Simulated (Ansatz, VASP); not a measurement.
## Two plane-wave programs on Os

The input INCAR:

```
SYSTEM = Os
ALGO     = Normal         ! electronic algorithm
EDIFF    = 1E-6           ! SCF threshold, eV
ENCUT    = 520            ! plane-wave cutoff, eV
GGA      = CA             ! functional
ISIF     = 2              ! what is computed and relaxed
ISMEAR   = -1             ! smearing method
LASPH    = .True.         ! aspherical terms in the spheres
LCHARG   = .True.         ! write CHGCAR
LELF     = .True.         ! ELF
LREAL    = .False.        ! projectors in reciprocal space
LVHAR    = .True.       
LWAVE    = .False.        ! write WAVECAR
NBANDS   = 10             ! bands
NELM     = 80             ! most SCF steps
PREC     = Accurate       ! precision mode
SIGMA    = 0.1            ! smearing width, eV
```

KPOINTS

```
k-points
0
Gamma
  16 16 16
  0 0 0
```

File POSCAR:

```
Os
1.0
   -1.5634543881      1.5634543881      1.5634543881
    1.5634543881     -1.5634543881      1.5634543881
    1.5634543881      1.5634543881     -1.5634543881
Os
1
Direct
    0.0000000000      0.0000000000      0.0000000000
```

Input for Ansatz:

```yaml
crystal:
  lattice:
    - [-1.5634543881, 1.5634543881, 1.5634543881]
    - [1.5634543881, -1.5634543881, 1.5634543881]
    - [1.5634543881, 1.5634543881, -1.5634543881]
  atoms:
    - { symbol: Os, position: [0.0, 0.0, 0.0] }
hamiltonian:
  xc: lda
  pseudopotentials:
    kind: paw
    azcp:
      Os: "pseudopotentials/Os.paw.azcp"
basis:
  ecutwfc: 420
  fft_grid_basis: typed
kpoints:
  mp_grid: { grid: [16, 16, 16], shift: [0, 0, 0] }
magnetization:
  spin_polarized: false
scf:
  occupations: { method: fermi_dirac, width: 0.1 }
  lower_state_search: "off"
output:
  stress: true
```

Alike in both runs: task single point; functional LDA; k mesh 16 × 16 × 16; occupations fermi-dirac, width 0.1 eV; no spin polarisation.

|  | VASP | Ansatz |
| --- | --- | --- |
| version | VASP 6.6.1 | Ansatz 0.2.0 |
| potentials or method | VASP PAW LDA potentials, release 64 (Os), cutoff 520 eV | plane waves (420 eV) with PAW, scalar-relativistic |
| valence electrons in the cell | 8 | 16 |

|  | VASP | Ansatz | Ansatz less VASP |
| --- | --- | --- | --- |
| pressure (GPa) | -24.9 | -25.4 | -0.50 |

Ansatz warns that its potentials were made for another functional, while VASP's fit it. LDA's correlation is that of Perdew and Zunger in VASP and of Perdew and Wang (1992) in Ansatz. VASP's potentials hold 8 valence electrons a cell and Ansatz's 16, so a difference there can come from the potentials and not from the codes.

Neither program's run includes spin-orbit coupling.
